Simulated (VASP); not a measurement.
# CdIn2O4 (Fd-3m) in VASP: single point with PBE

Aim: the single point of CdIn2O4 with PBE.

Everything below comes from runs of VASP 6.6.1. Logs are shortened: lines on timing, memory, paths and dates and some standing lists are left out, and cuts for length are marked.

## (1) The cell of the first run

The structure is cubic, space group Fd-3m (No. 227). The conventional cell has a = 9.201 Å, b = 9.201 Å, c = 9.201 Å, α = 90.00°, β = 90.00°, γ = 90.00°. Cd (site symmetry -43m) has 4 O at 2.20 Å within 2.9 Å. Within 2.9 Å of In (site symmetry -3m) lie 6 O at 2.19 Å. Within 2.9 Å of O (site symmetry 3m) lie 3 In at 2.19 Å and 1 Cd at 2.20 Å.

## (2) Single point, PBE, non-collinear spin, zero start, spin-orbit coupling

Contents of INCAR:

```
PREC     = Accurate       # precision mode
ENCUT    = 600            # plane-wave cutoff, eV
EDIFF    = 1E-6           # SCF threshold, eV
ISMEAR   = -1             # smearing method
SIGMA    = 0.02           # smearing width, eV
LREAL    = False          # projectors in reciprocal space
LASPH    = True           # aspherical terms in the spheres
NELM     = 200            # most SCF steps
ALGO     = Normal         # electronic algorithm
ISIF     = 2              # what is computed and relaxed
LWAVE    = False          # write WAVECAR
LCHARG   = False          # write CHGCAR
LNONCOLLINEAR= True           # non-collinear magnetism
MAGMOM   = 0 0 0 0 0 0 0 0 0 0 0 0 0 0 0 0 0 0 0 0 0 0 0 0 0 0 0 0 0 0 0 0 0 0 0 0 0 0 0 0 0 0 # initial moments
LORBIT   = 11             # projections on sites
LSORBIT  = True           # spin-orbit coupling
GGA_COMPAT= False        
LORBMOM  = True         
GGA      = PE             # functional
NBANDS   = 148            # bands
KPAR     = 4
```

Contents of KPOINTS:

```
regular mesh
0
Gamma
  6 6 6
```

Contents of POSCAR:

```
CdIn2O4
1.0
    0.0000000000      4.6003628490      4.6003628490
    4.6003628490      0.0000000000      4.6003628490
    4.6003628490      4.6003628490      0.0000000000
Cd In O
2 4 8
Direct
    0.0000000000      0.0000000000      0.0000000000
    0.2500000000      0.2500000000      0.2500000000
    0.6250000000      0.6250000000      0.6250000000
    0.1250000000      0.6250000000      0.6250000000
    0.6250000000      0.6250000000      0.1250000000
    0.6250000000      0.1250000000      0.6250000000
    0.8618762711      0.8618762711      0.8618762711
    0.8356288134      0.3881237289      0.3881237289
    0.8618762711      0.8618762711      0.4143711866
    0.3881237289      0.8356288134      0.3881237289
    0.4143711866      0.8618762711      0.8618762711
    0.3881237289      0.3881237289      0.3881237289
    0.8618762711      0.4143711866      0.8618762711
    0.3881237289      0.3881237289      0.8356288134
```

Potentials or basis: VASP PAW PBE potentials, release 64 (Cd, In_d, O).

Launch:

```bash
> cat potpaw_PBE.64/Cd/POTCAR potpaw_PBE.64/In_d/POTCAR potpaw_PBE.64/O/POTCAR > POTCAR
> mpirun -np 4 vasp_ncl > vasp.out
```

OUTCAR:

```text
PREC = Accurate
   ENCUT = 600
   EDIFF = 1E-6
   ISMEAR = -1
   LREAL = False
   LASPH = True
   NELM = 200
   ISIF = 2
   LNONCOLLINEAR = True
   LORBIT = 11
   LSORBIT = True
   GGA = PE

 ion  position               nearest neighbor table
   1  0.000  0.000  0.000-   9 2.20  11 2.20  13 2.20   7 2.20   4 3.81   5 3.81   3 3.81   4 3.81
                             6 3.81   4 3.81   5 3.81   6 3.81   3 3.81   5 3.81   6 3.81   3 3.81
   2  0.250  0.250  0.250-   8 2.20  10 2.20  14 2.20  12 2.20   5 3.81   6 3.81   4 3.81   3 3.81
                             4 3.81   6 3.81   3 3.81   4 3.81   5 3.81   3 3.81   5 3.81   6 3.81
   3  0.625  0.625  0.625-   8 2.19   9 2.19  10 2.19  11 2.19  13 2.19  14 2.19   4 3.25   5 3.25
                             6 3.25   5 3.25   6 3.25   4 3.25   1 3.81   2 3.81   1 3.81   2 3.81
   4  0.125  0.625  0.625-   7 2.19  12 2.19  10 2.19   9 2.19  13 2.19  14 2.19   3 3.25   5 3.25
                             6 3.25   3 3.25   5 3.25   6 3.25   2 3.81   1 3.81   2 3.81   2 3.81
   5  0.625  0.625  0.125-   7 2.19  12 2.19  10 2.19  11 2.19   8 2.19  13 2.19   3 3.25   3 3.25
                             4 3.25   6 3.25   6 3.25   4 3.25   2 3.81   2 3.81   1 3.81   1 3.81
   6  0.625  0.125  0.625-   7 2.19  12 2.19   9 2.19  11 2.19   8 2.19  14 2.19   3 3.25   5 3.25
                             3 3.25   4 3.25   5 3.25   4 3.25   2 3.81   2 3.81   2 3.81   1 3.81
   7  0.862  0.862  0.862-   4 2.19   5 2.19   6 2.19   1 2.20
   8  0.836  0.388  0.388-   3 2.19   5 2.19   6 2.19   2 2.20
   9  0.862  0.862  0.414-   3 2.19   4 2.19   6 2.19   1 2.20
  10  0.388  0.836  0.388-   3 2.19   4 2.19   5 2.19   2 2.20
  11  0.414  0.862  0.862-   3 2.19   5 2.19   6 2.19   1 2.20
  12  0.388  0.388  0.388-   4 2.19   5 2.19   6 2.19   2 2.20
  13  0.862  0.414  0.862-   3 2.19   4 2.19   5 2.19   1 2.20
  14  0.388  0.388  0.836-   3 2.19   4 2.19   6 2.19   2 2.20

  LATTYP: Found a face centered cubic cell.
 ALAT       =     9.2007256980

  Lattice vectors:

 A1 = (   0.0000000000,   4.6003628490,   4.6003628490)
 A2 = (   4.6003628490,   0.0000000000,   4.6003628490)
 A3 = (   4.6003628490,   4.6003628490,   0.0000000000)

Analysis of symmetry for initial positions (statically):
=====================================================================
 Subroutine PRICEL returns:
 Original cell was already a primitive cell.

 Routine SETGRP: Setting up the symmetry group for a
 face centered cubic supercell.

 Subroutine GETGRP returns: Found 48 space group operations
 (whereof 24 operations were pure point group operations)
 out of a pool of 48 trial point group operations.

The static configuration has the point symmetry T_d .
 The point group associated with its full space group is O_h .

Analysis of symmetry for dynamics (positions and initial velocities):
=====================================================================
 Subroutine PRICEL returns:
 Original cell was already a primitive cell.

 Routine SETGRP: Setting up the symmetry group for a
 face centered cubic supercell.

 Subroutine GETGRP returns: Found 48 space group operations
 (whereof 24 operations were pure point group operations)
 out of a pool of 48 trial point group operations.

The dynamic configuration has the point symmetry T_d .
 The point group associated with its full space group is O_h .

Analysis of structural, dynamic, and magnetic symmetry:
=====================================================================
 Subroutine PRICEL returns:
 Original cell was already a primitive cell.

 Routine SETGRP: Setting up the symmetry group for a
 face centered cubic supercell.

 Subroutine GETGRP returns: Found 48 space group operations
 (whereof 24 operations were pure point group operations)
 out of a pool of 48 trial point group operations.

The overall configuration has the point symmetry T_d .
 The point group associated with its full space group is O_h .

 Subroutine INISYM returns: Found 48 space group operations
 (whereof 24 operations are pure point group operations),
 and found     1 'primitive' translations

----------------------------------------------------------------------------------------

                                     Primitive cell

  volume of cell :     194.7181

  direct lattice vectors                    reciprocal lattice vectors
     0.000000000  4.600362849  4.600362849    -0.108687079  0.108687079  0.108687079
     4.600362849  0.000000000  4.600362849     0.108687079 -0.108687079  0.108687079
     4.600362849  4.600362849  0.000000000     0.108687079  0.108687079 -0.108687079

  length of vectors
     6.505895533  6.505895533  6.505895533     0.188251543  0.188251543  0.188251543

  position of ions in fractional coordinates (direct lattice)
[... 2420 lines left out ...]

  energy  without entropy=      -71.7161829296  energy(sigma->0) =      -71.71618293

 orbital moment (x)

 # of ion     p       d       tot
 ----------------------------------------
  1         0.000   0.000   0.000
  2        -0.000   0.000   0.000
  3         0.000  -0.000   0.000
  4         0.000   0.000   0.000
  5        -0.000  -0.000  -0.000
  6        -0.000  -0.000  -0.000
  7        -0.000   0.000  -0.000
  8        -0.000   0.000  -0.000
  9        -0.000   0.000  -0.000
 10         0.000   0.000   0.000
 11        -0.000   0.000  -0.000
 12        -0.000   0.000  -0.000
 13        -0.000   0.000  -0.000
 14        -0.000   0.000  -0.000
 ----------------------------------------
            0.000   0.000   0.000

 orbital moment (y)

 # of ion     p       d       tot
 ----------------------------------------
  1         0.000  -0.000  -0.000
  2         0.000  -0.000  -0.000
  3        -0.000  -0.000  -0.000
  4         0.000   0.000   0.000
  5         0.000   0.000   0.000
  6        -0.000  -0.000  -0.000
  7         0.000   0.000   0.000
  8         0.000   0.000   0.000
  9         0.000   0.000   0.000
 10        -0.000   0.000  -0.000
 11         0.000   0.000   0.000
 12         0.000   0.000   0.000
 13        -0.000   0.000  -0.000
 14         0.000   0.000   0.000
 ----------------------------------------
            0.000  -0.000  -0.000

 orbital moment (z)

 # of ion     p       d       tot
 ----------------------------------------
  1         0.000  -0.000  -0.000
  2         0.000   0.000   0.000
  3         0.000  -0.000  -0.000
  4         0.000   0.000   0.000
  5         0.000  -0.000  -0.000
  6         0.000   0.000   0.000
  7         0.000   0.000   0.000
  8        -0.000   0.000  -0.000
  9         0.000   0.000   0.000
 10        -0.000   0.000  -0.000
 11        -0.000   0.000  -0.000
 12         0.000   0.000   0.000
 13         0.000   0.000   0.000
 14        -0.000   0.000  -0.000
 ----------------------------------------
           -0.000  -0.000  -0.000

 Spin-Orbit-Coupling matrix elements

 Ion:    1  E_soc:     -0.0521886
 l=   1
     0.0000000    -0.0019239    -0.0019239
    -0.0019239     0.0000000    -0.0019239
    -0.0019239    -0.0019239     0.0000000
 l=   2
     0.0000000    -0.0013986     0.0000000    -0.0013986    -0.0053756
    -0.0013986     0.0000000    -0.0040317    -0.0013986    -0.0013439
     0.0000000    -0.0040317     0.0000000    -0.0040317     0.0000000
    -0.0013986    -0.0013986    -0.0040317     0.0000000    -0.0013439
    -0.0053756    -0.0013439     0.0000000    -0.0013439     0.0000000
 l=   3
     0.0000000     0.0000000     0.0000000     0.0000000     0.0000000     0.0000000     0.0000000
     0.0000000     0.0000000     0.0000000     0.0000000     0.0000000     0.0000000     0.0000000
     0.0000000     0.0000000     0.0000000     0.0000000     0.0000000     0.0000000     0.0000000
     0.0000000     0.0000000     0.0000000     0.0000000     0.0000000     0.0000000     0.0000000
[... 249 lines left out ...]
 l=   2
     0.0000000     0.0000000     0.0000000     0.0000000     0.0000000
     0.0000000     0.0000000     0.0000000     0.0000000     0.0000000
     0.0000000     0.0000000     0.0000000     0.0000000     0.0000000
     0.0000000     0.0000000     0.0000000     0.0000000     0.0000000
     0.0000000     0.0000000     0.0000000     0.0000000     0.0000000
 l=   3
     0.0000000     0.0000000     0.0000000     0.0000000     0.0000000     0.0000000     0.0000000
     0.0000000     0.0000000     0.0000000     0.0000000     0.0000000     0.0000000     0.0000000
     0.0000000     0.0000000     0.0000000     0.0000000     0.0000000     0.0000000     0.0000000
     0.0000000     0.0000000     0.0000000     0.0000000     0.0000000     0.0000000     0.0000000
     0.0000000     0.0000000     0.0000000     0.0000000     0.0000000     0.0000000     0.0000000
     0.0000000     0.0000000     0.0000000     0.0000000     0.0000000     0.0000000     0.0000000
     0.0000000     0.0000000     0.0000000     0.0000000     0.0000000     0.0000000     0.0000000

 total charge

# of ion       s       p       d       tot
------------------------------------------
    1        0.340   0.282   9.635  10.257
    2        0.340   0.282   9.635  10.257
    3        0.653   0.658  10.072  11.383
    4        0.653   0.658  10.072  11.383
    5        0.653   0.658  10.072  11.383
    6        0.653   0.658  10.072  11.383
    7        1.560   3.431   0.000   4.991
    8        1.560   3.431   0.000   4.991
    9        1.560   3.431   0.000   4.991
   10        1.560   3.431   0.000   4.991
   11        1.560   3.431   0.000   4.991
   12        1.560   3.431   0.000   4.991
   13        1.560   3.431   0.000   4.991
   14        1.560   3.431   0.000   4.991
--------------------------------------------------
tot         15.771  30.646  59.558 105.974

 magnetization (x)

# of ion       s       p       d       tot
------------------------------------------
    1        0.000   0.000  -0.000   0.000
    2        0.000  -0.000   0.000  -0.000
    3        0.000   0.000   0.000   0.000
    4        0.000   0.000   0.000   0.000
    5       -0.000   0.000   0.000  -0.000
    6        0.000   0.000   0.000   0.000
    7       -0.000   0.000   0.000   0.000
    8       -0.000  -0.000   0.000  -0.000
    9       -0.000  -0.000   0.000  -0.000
   10        0.000   0.000   0.000   0.000
   11       -0.000  -0.000   0.000  -0.000
   12       -0.000   0.000   0.000   0.000
   13       -0.000  -0.000   0.000  -0.000
   14       -0.000   0.000   0.000   0.000
--------------------------------------------------
tot         -0.000  -0.000   0.000  -0.000

 magnetization (y)

# of ion       s       p       d       tot
------------------------------------------
    1       -0.000   0.000   0.000   0.000
    2       -0.000   0.000   0.000   0.000
    3        0.000   0.000   0.000   0.000
    4       -0.000   0.000   0.000  -0.000
    5        0.000   0.000   0.000   0.000
    6       -0.000   0.000  -0.000  -0.000
    7        0.000   0.000   0.000   0.000
    8        0.000  -0.000   0.000  -0.000
    9        0.000  -0.000   0.000  -0.000
   10       -0.000   0.000   0.000   0.000
   11        0.000  -0.000   0.000  -0.000
   12        0.000   0.000   0.000   0.000
   13       -0.000  -0.000   0.000  -0.000
   14        0.000   0.000   0.000   0.000
--------------------------------------------------
tot          0.000   0.000   0.000   0.000

 magnetization (z)

# of ion       s       p       d       tot
------------------------------------------
    1        0.000   0.000   0.000   0.000
    2        0.000  -0.000   0.000  -0.000
    3       -0.000   0.000   0.000  -0.000
    4       -0.000   0.000   0.000   0.000
    5        0.000  -0.000   0.000   0.000
    6        0.000   0.000  -0.000   0.000
    7        0.000  -0.000   0.000  -0.000
    8        0.000   0.000   0.000   0.000
    9        0.000   0.000   0.000   0.000
   10        0.000  -0.000   0.000  -0.000
   11        0.000  -0.000   0.000  -0.000
   12       -0.000   0.000   0.000   0.000
   13        0.000   0.000   0.000   0.000
   14        0.000  -0.000   0.000  -0.000
--------------------------------------------------
tot          0.000  -0.000   0.000   0.000
```

Wall time 12 min (4 MPI ranks of Intel Xeon Platinum 8488C (Sapphire Rapids), shared host); peak memory 1.5 GiB.

Results:

| Item | Value |
| --- | --- |
| Free energy | -71.7162 eV |
| Pressure | 6.0 GPa |
| Largest force | 0.159 eV/Å |
| Net moment | 0.00 μB per cell |
| Valence electrons inside the program's atomic spheres | Cd 10.26; In 11.38; O 4.99 |

Forces in eV/Å, atoms in the order of the input:
```
Cd   0.000  0.000  0.000
Cd   0.000  0.000  0.000
In   0.000  0.000  0.000
In   0.000  0.000  0.000
In   0.000  0.000  0.000
In   0.000  0.000  0.000
O    0.092  0.092  0.092
O   -0.092  0.092  0.092
O   -0.092 -0.092  0.092
O    0.092 -0.092  0.092
O    0.092 -0.092 -0.092
O   -0.092 -0.092 -0.092
O   -0.092  0.092 -0.092
O    0.092  0.092 -0.092
```

Moments on the atoms (μB; x, y, z):
```
Cd  0.00 0.00 0.00
Cd  0.00 0.00 0.00
In  0.00 0.00 0.00
In  0.00 0.00 0.00
In  0.00 0.00 0.00
In  0.00 0.00 0.00
O   0.00 0.00 0.00
O   0.00 0.00 0.00
O   0.00 0.00 0.00
O   0.00 0.00 0.00
O   0.00 0.00 0.00
O   0.00 0.00 0.00
O   0.00 0.00 0.00
O   0.00 0.00 0.00
```
